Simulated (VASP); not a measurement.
# Yb (R-3m) in VASP: single point with PBE

Aim: the single point of Yb with PBE.

All numbers are computed with VASP 6.6.1; they aren't measurements. Logs are shortened: lines on timing, memory, paths and dates and some standing lists are left out, and cuts for length are marked.

### 1 The cell of the first run

It takes space group R-3m (No. 166, trigonal). The conventional cell has a = 3.899 Å, b = 3.899 Å, c = 9.407 Å, α = 90.00°, β = 90.00°, γ = 120.00°. Yb (site symmetry -3m) has 12 Yb at 3.86 to 3.90 Å within 5.1 Å.

### 2 Single point, PBE (equal xy, yz and zx shear strains of -1 %)

File INCAR:

```
SYSTEM = Yb
PREC = Accurate
ENCUT = 520
EDIFF = 1E-6
ISMEAR = -1
SIGMA = 0.05
LREAL = .False.
LASPH = .True.
NELM = 80
ALGO = Normal
ISIF = 2
LWAVE = .False.
LCHARG = .False.
GGA = PE
NBANDS = 18
```

File KPOINTS:

```
regular mesh
0
Gamma
  13 13 13
  0 0 0
```

File POSCAR:

```
Yb
1.0
   -0.0274310000      2.7293845000      2.7293845000
    2.7293845000     -0.0274310000      2.7293845000
    2.7293845000      2.7293845000     -0.0274310000
Yb
1
Direct
    0.0000000000      0.0000000000      0.0000000000
```

Potentials or basis: VASP PAW PBE potentials, release 64 (Yb).

Command:

```bash
cat potpaw_PBE.64/Yb/POTCAR > POTCAR
mpirun -np 1 vasp_std > vasp.out
```

OUTCAR:

```text
SYSTEM = Yb
   PREC = Accurate
   ENCUT = 520
   EDIFF = 1E-6
   ISMEAR = -1
   LREAL = .False.
   LASPH = .True.
   NELM = 80
   ISIF = 2
   GGA = PE

 ion  position               nearest neighbor table
   1  0.000  0.000  0.000-

  LATTYP: Found a trigonal (rhomboedric) cell.
 ALAT       =     3.8600300462
 COS(alpha) =     0.4899250057

  Lattice vectors:

 A1 = (  -0.0274310000,   2.7293845000,   2.7293845000)
 A2 = (   2.7293845000,  -0.0274310000,   2.7293845000)
 A3 = (   2.7293845000,   2.7293845000,  -0.0274310000)

Analysis of symmetry for initial positions (statically):
=====================================================================
 Subroutine PRICEL returns:
 Original cell was already a primitive cell.

 Routine SETGRP: Setting up the symmetry group for a
 trigonal (rhombohedral) supercell.

 Subroutine GETGRP returns: Found 12 space group operations
 (whereof 12 operations were pure point group operations)
 out of a pool of 12 trial point group operations.

The static configuration has the point symmetry D_3d.

Analysis of symmetry for dynamics (positions and initial velocities):
=====================================================================
 Subroutine PRICEL returns:
 Original cell was already a primitive cell.

 Routine SETGRP: Setting up the symmetry group for a
 trigonal (rhombohedral) supercell.

 Subroutine GETGRP returns: Found 12 space group operations
 (whereof 12 operations were pure point group operations)
 out of a pool of 12 trial point group operations.

The dynamic configuration has the point symmetry D_3d.

 Subroutine INISYM returns: Found 12 space group operations
 (whereof 12 operations are pure point group operations),
 and found     1 'primitive' translations

----------------------------------------------------------------------------------------

                                     Primitive cell

  volume of cell :      41.2783

  direct lattice vectors                    reciprocal lattice vectors
    -0.027431000  2.729384500  2.729384500    -0.180452681  0.182284688  0.182284688
     2.729384500 -0.027431000  2.729384500     0.182284688 -0.180452681  0.182284688
     2.729384500  2.729384500 -0.027431000     0.182284688  0.182284688 -0.180452681

  length of vectors
     3.860030046  3.860030046  3.860030046     0.314672186  0.314672186  0.314672186

[... 67 lines left out ...]
   NGXF,Y,Z  is equivalent  to a cutoff of  25.84, 25.84, 25.84 a.u.
 SYSTEM =  Yb
   PREC   = accura    normal or accurate (medium, high low for compatibility)
   ISTART =      0    job   : 0-new  1-cont  2-samecut
   ICHARG =      2    charge: 1-file 2-atom 10-const
   ISPIN  =      1    spin polarized calculation?
   LNONCOLLINEAR =      F non collinear calculations
   LSORBIT =      F    spin-orbit coupling
   LASPH  =      T    aspherical Exc in radial PAW
   ENCUT  =  520.0 eV  38.22 Ry    6.18 a.u.   7.18  7.18  7.18*2*pi/ulx,y,z
   NELM   =     80;   NELMIN=  2; NELMDL= -5     # of ELM steps
   EDIFF  = 0.1E-05   stopping-criterion for ELM
   LREAL  =      F    real-space projection
   EDIFFG = 0.1E-04   stopping-criterion for IOM
   NSW    =      0    number of steps for IOM
   IBRION =     -1    ionic relax: 0-MD 1-quasi-New 2-CG
   NFREE  =      0    steps in history (QN), initial steepest desc. (CG)
   ISIF   =      2    stress and relaxation
   ISYM   =      2    0-nonsym 1-usesym 2-fastsym
   POTIM  = 0.5000    time-step for ionic-motion
   TEBEG  =    0.0;   TEEND  =   0.0 temperature during run
   PSTRESS=    0.0 pullay stress
   NELECT =      24.0000    total number of electrons
   NUPDOWN=      -1.0000    fix difference up-down
   EMIN   =  10.00;   EMAX   =-10.00  energy-range for DOS
   EFERMI =   0.00;   METHOD = LEGACY
   ISMEAR =    -1;   SIGMA  =   0.05  broadening in eV -4-tet -1-fermi 0-gaus
   EFERMI_NEDOS =   21; number of points for ismear=-14 and -15
   IALGO  =     38    algorithm
   IMIX   =      4    mixing-type and parameters
     AMIX     =   0.40;   BMIX     =  1.00
     AMIX_MAG =   1.60;   BMIX_MAG =  1.00
  volume/ion in A,a.u.               =      41.28       278.56
  Fermi-wavevector in a.u.,A,eV,Ry     =   1.366379  2.582082 25.401961  1.866991
  Thomas-Fermi vector in A             =   2.492525
   LORBIT       =      0    0 simple, 1 ext, 2 COOP (PROOUT), +10 PAW based schemes
   GGA     = PE    functional components
   LHFCALC =     F    Hartree Fock is set to
   AEXX    =    0.0000 exact exchange contribution
   IVDW    =     0    specifies the selected vdW correction
   LEPSILON=     F    determine dielectric tensor
   LRPA    =     F    only Hartree local field effects (RPA)
 non-spin polarized calculation
  energy-cutoff  :      520.00
  volume of cell :       41.28
 maximum number of plane-waves:      1128
 NGX is ok and might be reduce to    30
   NGX = 15   NGY = 15   NGZ = 15

 number of electron      23.9999994 magnetization

 Free energy of the ion-electron system (eV)
  ---------------------------------------------------
  ext. energy  EPLUGINS =         0.00000000
  ---------------------------------------------------
  free energy    TOTEN  =        -3.52245939 eV

  energy without entropy =       -3.50561868  energy(sigma->0) =       -3.51403903

 E-fermi :   1.1739     XC(G=0):  -8.8564

 val. band max:        1.1726837990   @ k =  -0.3077   0.3077   0.2308
 cond. band min:       1.1873105001   @ k =  -0.3077   0.4615   0.2308
 fundamental gap:      0.0146267010
 Fermi energy:         1.1738811372

 k-point     1 :       0.0000    0.0000    0.0000
  band No.  band energies     occupation
      1     -50.6720      2.00000
      2     -22.9343      2.00000
      3     -22.9343      2.00000
      4     -22.9338      2.00000
      5      -3.6946      2.00000
      6       0.7408      1.99965
[... 481 lines left out ...]
      5      -0.6324      2.00000
      6       0.7716      1.99936
[... 10 lines left out ...]
     17       7.1190      0.00000
     18       7.6440      0.00000

 [... further k-points ...]
[... 5 lines left out ...]
  --------------------------------------------------------------------------------------
  -------------------------------------------------------------------------------------
  Total       -0.2074604     -0.2074604     -0.2074604      0.0350227      0.0350227      0.0350227
  in kB       -8.0523653     -8.0523653     -8.0523653      1.3593722      1.3593722      1.3593722
  external PRESSURE =      -8.0523653 kB  Pullay stress =       0.0000000 kB

 VOLUME and BASIS-vectors are now :
 -----------------------------------------------------------------------------
  energy-cutoff  :      520.00
  volume of cell :       41.28
      direct lattice vectors                 reciprocal lattice vectors
    -0.027431000  2.729384500  2.729384500    -0.180452681  0.182284688  0.182284688
     2.729384500 -0.027431000  2.729384500     0.182284688 -0.180452681  0.182284688
     2.729384500  2.729384500 -0.027431000     0.182284688  0.182284688 -0.180452681

 POSITION                                       TOTAL-FORCE (eV/Angst)
 -----------------------------------------------------------------------------------
      0.00000      0.00000      0.00000         0.000000      0.000000      0.000000
 -----------------------------------------------------------------------------------
    total drift:                               -0.000000     -0.000000      0.000000

  FREE ENERGIE OF THE ION-ELECTRON SYSTEM (eV)
  ---------------------------------------------------
  free  energy   TOTEN  =        -3.5224593860 eV

  energy  without entropy=       -3.5056186802  energy(sigma->0) =       -3.51403903
```

Wall time 7.4 min (1 thread of Intel Xeon Platinum 8259CL at 2.50GHz (Skylake/Cascade Lake), shared host); peak memory 0.32 GiB.

What came out:

* Free energy: -3.5225 eV
* Pressure: -0.8 GPa
* Band gap on the k mesh: zero (band 12 reaches 1.19 eV, above the bottom of band 13 at 1.15 eV)

Stress tensor (GPa, compression positive):
```
-0.81  0.14  0.14
 0.14 -0.81  0.14
 0.14  0.14 -0.81
```

Caveat: the cell differs from its parent crystal (equal xy, yz and zx shear strains of -1 %); spin-orbit coupling is left out, which moves the levels of the heavy elements. Spin polarisation is off, so any magnetic state and its effect on volume and gap are missing.
